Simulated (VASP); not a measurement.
# SrCl2 (Fm-3m) in VASP: a series of runs

Runs on SrCl2. Level: PBE-based screened hybrid. Tasks: single point.

Program: VASP 6.6.1. These are calculated values, not measurements. Logs are shortened: lines on timing, memory, paths and dates and some standing lists are left out, and cuts for length are marked.

## Step 1: The cell of the first run

Symmetry: Fm-3m, No. 225, cubic system. Conventional cell: a = 6.977 Å, b = 6.977 Å, c = 6.977 Å, α = 90.00°, β = 90.00°, γ = 90.00°. Sr (site symmetry m-3m) has 8 Cl at 3.02 Å within 4.0 Å. Cl (site symmetry -43m) has 4 Sr at 3.02 Å and 6 Cl at 3.49 Å within 4.0 Å.

## Step 2: Single point, PBE-based screened hybrid

Contents of POSCAR:

```
SrCl2
1.0
    0.0000000000      3.4883500000      3.4883500000
    3.4883500000      0.0000000000      3.4883500000
    3.4883500000      3.4883500000      0.0000000000
Sr Cl
1 2
Direct
    0.0000000000      0.0000000000      0.0000000000
    0.7500000000      0.7500000000      0.7500000000
    0.2500000000      0.2500000000      0.2500000000
```

Contents of INCAR.step1:

```
ALGO     = Normal         # electronic algorithm
EDIFF    = 1E-5           # SCF threshold, eV
ENCUT    = 520            # plane-wave cutoff, eV
GGA      = PE             # functional
ISIF     = 2              # what is computed and relaxed
ISMEAR   = -1             # smearing method
LASPH    = T              # aspherical terms in the spheres
LCHARG   = F              # write CHGCAR
LREAL    = F              # projectors in reciprocal space
LWAVE    = T              # write WAVECAR
NBANDS   = 19             # bands
NELM     = 60             # most SCF steps
PREC     = Accurate       # precision mode
SIGMA    = 0.05           # smearing width, eV
```

Contents of INCAR.step2:

```
AEXX     = 0.15           # exact-exchange fraction
ALGO     = Normal         # electronic algorithm
EDIFF    = 1E-7           # SCF threshold, eV
ENCUT    = 520            # plane-wave cutoff, eV
GGA      = PE             # functional
HFSCREEN = 0.2078699      # screening, 1/A
ISIF     = 2              # what is computed and relaxed
ISMEAR   = -1             # smearing method
ISTART   = 1            
LASPH    = T              # aspherical terms in the spheres
LCHARG   = F              # write CHGCAR
LHFCALC  = T              # exact exchange
LREAL    = F              # projectors in reciprocal space
LWAVE    = F              # write WAVECAR
NBANDS   = 19             # bands
NELM     = 60             # most SCF steps
PREC     = Accurate       # precision mode
PRECFOCK = Normal       
SIGMA    = 0.05           # smearing width, eV
```

Contents of KPOINTS:

```
k-points
0
Gamma
  4 4 4
```

Potentials or basis: VASP PAW PBE potentials, release 64 (Sr_sv, Cl).

The run is started by

```console
> cat potpaw_PBE.64/Sr_sv/POTCAR potpaw_PBE.64/Cl/POTCAR > POTCAR
> cp INCAR.step1 INCAR
> mpirun -np 1 vasp_std > vasp.out
> cp INCAR.step2 INCAR
> mpirun -np 1 vasp_std > vasp.out
```

OUTCAR:

```text
AEXX = 0.15
   EDIFF = 1E-7
   ENCUT = 520
   GGA = PE
   HFSCREEN = 0.2078699
   ISIF = 2
   ISMEAR = -1
   ISTART = 1
   LASPH = T
   LHFCALC = T
   LREAL = F
   NELM = 60
   PREC = Accurate
   PRECFOCK = Normal

 ion  position               nearest neighbor table
   1  0.000  0.000  0.000-   2 3.02   2 3.02   2 3.02   2 3.02   3 3.02   3 3.02   3 3.02   3 3.02

   2  0.750  0.750  0.750-   1 3.02   1 3.02   1 3.02   1 3.02
   3  0.250  0.250  0.250-   1 3.02   1 3.02   1 3.02   1 3.02

  LATTYP: Found a face centered cubic cell.
 ALAT       =     6.9767000000

  Lattice vectors:

 A1 = (   0.0000000000,   3.4883500000,   3.4883500000)
 A2 = (   3.4883500000,   0.0000000000,   3.4883500000)
 A3 = (   3.4883500000,   3.4883500000,   0.0000000000)

Analysis of symmetry for initial positions (statically):
=====================================================================
 Subroutine PRICEL returns:
 Original cell was already a primitive cell.

 Routine SETGRP: Setting up the symmetry group for a
 face centered cubic supercell.

 Subroutine GETGRP returns: Found 48 space group operations
 (whereof 48 operations were pure point group operations)
 out of a pool of 48 trial point group operations.

The static configuration has the point symmetry O_h .

Analysis of symmetry for dynamics (positions and initial velocities):
=====================================================================
 Subroutine PRICEL returns:
 Original cell was already a primitive cell.

 Routine SETGRP: Setting up the symmetry group for a
 face centered cubic supercell.

 Subroutine GETGRP returns: Found 48 space group operations
 (whereof 48 operations were pure point group operations)
 out of a pool of 48 trial point group operations.

The dynamic configuration has the point symmetry O_h .

 Subroutine INISYM returns: Found 48 space group operations
 (whereof 48 operations are pure point group operations),
 and found     1 'primitive' translations

----------------------------------------------------------------------------------------

                                     Primitive cell

  volume of cell :      84.8966

  direct lattice vectors                    reciprocal lattice vectors
     0.000000000  3.488350000  3.488350000    -0.143334241  0.143334241  0.143334241
     3.488350000  0.000000000  3.488350000     0.143334241 -0.143334241  0.143334241
     3.488350000  3.488350000  0.000000000     0.143334241  0.143334241 -0.143334241

  length of vectors
     4.933271880  4.933271880  4.933271880     0.248262188  0.248262188  0.248262188

  position of ions in fractional coordinates (direct lattice)
     0.000000000  0.000000000  0.000000000
     0.750000000  0.750000000  0.750000000
     0.250000000  0.250000000  0.250000000

  ion indices of the primitive-cell ions
   primitive index   ion index
                 1           1
                 2           2
                 3           3

----------------------------------------------------------------------------------------

 KPOINTS: k-points

Automatic generation of k-mesh.
 Grid dimensions read from file:
 generate k-points for:    4    4    4

 Generating k-lattice:

  Cartesian coordinates                     Fractional coordinates (reciprocal lattice)
    -0.035833560  0.035833560  0.035833560     0.250000000  0.000000000  0.000000000
     0.035833560 -0.035833560  0.035833560     0.000000000  0.250000000  0.000000000
     0.035833560  0.035833560 -0.035833560     0.000000000  0.000000000  0.250000000

  Length of vectors
     0.062065547  0.062065547  0.062065547

  Shift w.r.t. Gamma in fractional coordinates (k-lattice)
     0.000000000  0.000000000  0.000000000

 Subroutine IBZKPT returns following result:
 ===========================================

 Found      8 irreducible k-points:

 Following reciprocal coordinates:
            Coordinates               Weight
  0.000000  0.000000  0.000000      1.000000
  0.250000  0.000000  0.000000      8.000000
  0.500000  0.000000  0.000000      4.000000
  0.250000  0.250000  0.000000      6.000000
  0.500000  0.250000  0.000000     24.000000
 -0.250000  0.250000  0.000000     12.000000
  0.500000  0.500000  0.000000      3.000000
 -0.250000  0.500000  0.250000      6.000000
   k-points           NKPTS =      8   k-points in BZ     NKDIM =     64   number of bands    NBANDS=     19
   number of dos      NEDOS =    301   number of ions     NIONS =      3
   total plane-waves  NPLWV =  64000
   dimension x,y,z NGX =    40 NGY =   40 NGZ =   40
   dimension x,y,z NGXF=    80 NGYF=   80 NGZF=   80
   ions per type =               1   2
   NGX,Y,Z   is equivalent  to a cutoff of  13.48, 13.48, 13.48 a.u.
   NGXF,Y,Z  is equivalent  to a cutoff of  26.96, 26.96, 26.96 a.u.
 SYSTEM =  unknown system
   PREC   = accura    normal or accurate (medium, high low for compatibility)
   ISTART =      1    job   : 0-new  1-cont  2-samecut
   ICHARG =      0    charge: 1-file 2-atom 10-const
   ISPIN  =      1    spin polarized calculation?
   LNONCOLLINEAR =      F non collinear calculations
   LSORBIT =      F    spin-orbit coupling
   LASPH  =      T    aspherical Exc in radial PAW
   ENCUT  =  520.0 eV  38.22 Ry    6.18 a.u.   9.17  9.17  9.17*2*pi/ulx,y,z
   NELM   =     60;   NELMIN=  2; NELMDL=  0     # of ELM steps
   EDIFF  = 0.1E-06   stopping-criterion for ELM
   LREAL  =      F    real-space projection
   EDIFFG = 0.1E-05   stopping-criterion for IOM
   NSW    =      0    number of steps for IOM
   IBRION =     -1    ionic relax: 0-MD 1-quasi-New 2-CG
   NFREE  =      0    steps in history (QN), initial steepest desc. (CG)
   ISIF   =      2    stress and relaxation
   ISYM   =      3    0-nonsym 1-usesym 2-fastsym
   POTIM  = 0.5000    time-step for ionic-motion
   TEBEG  =    0.0;   TEEND  =   0.0 temperature during run
   PSTRESS=    0.0 pullay stress
   NELECT =      24.0000    total number of electrons
   NUPDOWN=      -1.0000    fix difference up-down
   EMIN   =  10.00;   EMAX   =-10.00  energy-range for DOS
   EFERMI =   0.00;   METHOD = LEGACY
   ISMEAR =    -1;   SIGMA  =   0.05  broadening in eV -4-tet -1-fermi 0-gaus
   EFERMI_NEDOS =   21; number of points for ismear=-14 and -15
   IALGO  =     38    algorithm
   IMIX   =      1    mixing-type and parameters
     AMIX     =   0.40;   BMIX     =  1.00
     AMIX_MAG =   1.60;   BMIX_MAG =  1.00
  volume/ion in A,a.u.               =      28.30       190.97
  Fermi-wavevector in a.u.,A,eV,Ry     =   1.074439  2.030396 15.706833  1.154420
  Thomas-Fermi vector in A             =   2.210267
   LORBIT       =      0    0 simple, 1 ext, 2 COOP (PROOUT), +10 PAW based schemes
   GGA     = PE    functional components
   LHFCALC =     T    Hartree Fock is set to
   PRECFOCK=normal    Normal, Fast or Accurate (Low or Medium for compatibility)
   ENCUT4O =  -1.0   cutoff for four orbital integrals eV
   NKREDX  =     1    reduce k-point grid by
   NKREDY  =     1    reduce k-point grid by
   NKREDZ  =     1    reduce k-point grid by
   AEXX    =    0.1500 exact exchange contribution
   HFSCREEN=    0.2079 screening length (either q_TF or 0.3 A-1)
   HFSCREENC=   0.2079 screening length for correlation (either q_TF or 0.3 A-1)
   ENCUTFOCK=  -1.0 apply spherical cutoff to Coloumb kernel
   IVDW    =     0    specifies the selected vdW correction
   LEPSILON=     F    determine dielectric tensor
   LRPA    =     F    only Hartree local field effects (RPA)
 non-spin polarized calculation
  energy-cutoff  :      520.00
  volume of cell :       84.90
 maximum number of plane-waves:      2302
 NGX is ok and might be reduce to    40
  NGX = 28; NGY = 28; NGZ = 28

 number of electron      24.0000003 magnetization

 Free energy of the ion-electron system (eV)
  ---------------------------------------------------
  ext. energy  EPLUGINS =         0.00000000
  ---------------------------------------------------
  free energy    TOTEN  =       -13.99016394 eV

  energy without entropy =      -13.99016394  energy(sigma->0) =      -13.99016394

 E-fermi :   0.6923     XC(G=0):  -7.4555

 val. band max:       -0.3966731225   @ k =   0.5000   0.5000   0.0000
 cond. band min:       5.7029025221   @ k =   0.0000   0.0000   0.0000
 fundamental gap:      6.0995756447
 Fermi energy:         0.6923122204

 k-point     1 :       0.0000    0.0000    0.0000
  band No.  band energies     occupation
      1     -34.5330      2.00000
      2     -15.7603      2.00000
      3     -15.7603      2.00000
      4     -15.7603      2.00000
      5     -14.4540      2.00000
      6     -13.5590      2.00000
[... 11 lines left out ...]
     18       9.4390      0.00000
     19       9.9400      0.00000

 k-point     2 :       0.2500    0.0000    0.0000
  band No.  band energies     occupation
      1     -34.5312      2.00000
      2     -15.9654      2.00000
      3     -15.7682      2.00000
      4     -15.7682      2.00000
      5     -14.1373      2.00000
      6     -13.6564      2.00000
[... 11 lines left out ...]
     18       9.1713      0.00000
     19      10.1478      0.00000

 k-point     3 :       0.5000    0.0000    0.0000
  band No.  band energies     occupation
      1     -34.5295      2.00000
      2     -16.1079      2.00000
      3     -15.7761      2.00000
      4     -15.7761      2.00000
      5     -14.0346      2.00000
      6     -13.5890      2.00000
[... 11 lines left out ...]
     18       9.1979      0.00000
     19       9.2754      0.00000

 k-point     4 :       0.2500    0.2500    0.0000
  band No.  band energies     occupation
      1     -34.5306      2.00000
      2     -16.0125      2.00000
      3     -15.7792      2.00000
      4     -15.7792      2.00000
      5     -13.9950      2.00000
      6     -13.7242      2.00000
[... 11 lines left out ...]
     18       9.0433      0.00000
     19       9.5647      0.00000

 k-point     5 :       0.5000    0.2500    0.0000
  band No.  band energies     occupation
      1     -34.5289      2.00000
      2     -16.0841      2.00000
      3     -15.8724      2.00000
      4     -15.7871      2.00000
      5     -13.8431      2.00000
      6     -13.6820      2.00000
[... 11 lines left out ...]
     18       9.4236      0.00000
     19      10.1796      0.00000

 k-point     6 :      -0.2500    0.2500    0.0000
  band No.  band energies     occupation
      1     -34.5295      2.00000
      2     -16.0203      2.00000
      3     -15.8955      2.00000
      4     -15.7762      2.00000
      5     -13.8647      2.00000
      6     -13.7223      2.00000
[... 11 lines left out ...]
     18       9.1124      0.00000
     19      10.4087      0.00000

 k-point     7 :       0.5000    0.5000    0.0000
  band No.  band energies     occupation
      1     -34.5283      2.00000
      2     -16.1842      2.00000
      3     -15.7979      2.00000
      4     -15.7979      2.00000
      5     -13.8783      2.00000
      6     -13.5961      2.00000
[... 11 lines left out ...]
     18       9.0930      0.00000
     19      10.4698      0.00000

 k-point     8 :      -0.2500    0.5000    0.2500
  band No.  band energies     occupation
      1     -34.5283      2.00000
      2     -16.0059      2.00000
      3     -16.0059      2.00000
      4     -15.7983      2.00000
      5     -13.7224      2.00000
      6     -13.7224      2.00000
[... 11 lines left out ...]
     18      10.0341      0.00000
     19      11.1334      0.00000

------------------------ aborting loop because EDIFF is reached ----------------------------------------

  FORCE on cell =-STRESS in cart. coord.  units (eV):
  Direction    XX          YY          ZZ          XY          YZ          ZX
  --------------------------------------------------------------------------------------
  -------------------------------------------------------------------------------------
  Total        0.4057756      0.4057756      0.4057756     -0.0000000      0.0000000      0.0000000
  in kB        7.6578410      7.6578410      7.6578410     -0.0000000      0.0000000      0.0000000
  external PRESSURE =       7.6578410 kB  Pullay stress =       0.0000000 kB

 VOLUME and BASIS-vectors are now :
 -----------------------------------------------------------------------------
  energy-cutoff  :      520.00
  volume of cell :       84.90
      direct lattice vectors                 reciprocal lattice vectors
     0.000000000  3.488350000  3.488350000    -0.143334241  0.143334241  0.143334241
     3.488350000  0.000000000  3.488350000     0.143334241 -0.143334241  0.143334241
     3.488350000  3.488350000  0.000000000     0.143334241  0.143334241 -0.143334241

 POSITION                                       TOTAL-FORCE (eV/Angst)
 -----------------------------------------------------------------------------------
      0.00000      0.00000      0.00000         0.000000     -0.000000      0.000000
      5.23252      5.23252      5.23252         0.000000      0.000000      0.000000
      1.74418      1.74418      1.74418        -0.000000     -0.000000     -0.000000
 -----------------------------------------------------------------------------------
    total drift:                                0.000000      0.000000      0.000000

  FREE ENERGIE OF THE ION-ELECTRON SYSTEM (eV)
  ---------------------------------------------------
  free  energy   TOTEN  =       -13.9901639408 eV

  energy  without entropy=      -13.9901639407  energy(sigma->0) =      -13.99016394
```

Run time: 12 min. Hardware: 1 thread of AMD EPYC 9R14 (Zen 4), shared host; peak memory 0.32 GiB.

What came out:

| Property | Result |
| --- | --- |
| Free energy | -13.9902 eV |
| Pressure | 0.8 GPa |
| Band gap on the k mesh | 6.10 eV, indirect (least direct gap 6.29 eV) |

Caveat: the PAW data sets were made with another functional, which shifts forces and pressure a little.

## Step 3: Single point, PBE-based screened hybrid

POSCAR is that of step 2.

Contents of INCAR.step1:

```
SYSTEM = SrCl2
PREC = Accurate
ENCUT = 400
EDIFF = 1E-5
ISMEAR = -1
SIGMA = 0.05
LREAL = .False.
LASPH = .True.
NELM = 120
ALGO = Normal
ISIF = 2
LWAVE = .True.
LCHARG = .False.
GGA = PE
NBANDS = 19
GGA_COMPAT = .False.
```

Contents of INCAR.step2:

```
SYSTEM = SrCl2
PREC = Accurate
ENCUT = 400
EDIFF = 1E-6
ISMEAR = -1
SIGMA = 0.05
LREAL = .False.
LASPH = .True.
NELM = 120
ALGO = Normal
ISIF = 2
LWAVE = .False.
LCHARG = .False.
GGA = PE
LHFCALC = .True.
AEXX = 0.4
HFSCREEN = 0.2
PRECFOCK = Normal
ISTART = 1
NBANDS = 19
GGA_COMPAT = .False.
```

Contents of KPOINTS:

```
regular mesh
0
Gamma
  4 4 4
  0 0 0
```

Potentials or basis: VASP PAW PBE potentials, release 64 (Sr_sv, Cl).

The run is started by

```console
> cat potpaw_PBE.64/Sr_sv/POTCAR potpaw_PBE.64/Cl/POTCAR > POTCAR
> cp INCAR.step1 INCAR
> mpirun -np 1 vasp_std > vasp.out
> cp INCAR.step2 INCAR
> mpirun -np 1 vasp_std > vasp.out
```

Wall time 9.9 min (1 thread of Intel Xeon Platinum 8488C (Sapphire Rapids), shared host); peak memory 0.29 GiB.

It converged, with:

```yaml
Free_energy: -16.1019 eV
Pressure: 0.2 GPa
Band_gap_on_the_k_mesh: 7.44 eV, indirect (least direct gap 7.65 eV)
```

Levels at points of the mesh, in eV from the valence-band top:
| k point | band 9 | band 10 | band 11 | band 12 | band 13 | band 14 | band 15 | band 16 |
| --- | --- | --- | --- | --- | --- | --- | --- | --- |
| (0.00, 0.00, 0.00) | -2.37 | -0.38 | -0.38 | -0.38 | 7.44 | 8.43 | 8.43 | 11.23 |
| (0.50, 0.00, 0.00) | -1.64 | -1.46 | -1.19 | -1.19 | 9.13 | 9.13 | 9.90 | 10.09 |
| (0.50, 0.50, 0.00) | -2.13 | -0.43 | -0.43 | 0.00 | 7.65 | 9.52 | 10.21 | 10.61 |

Caveat: the PAW data sets were made with another functional, which shifts forces and pressure a little.
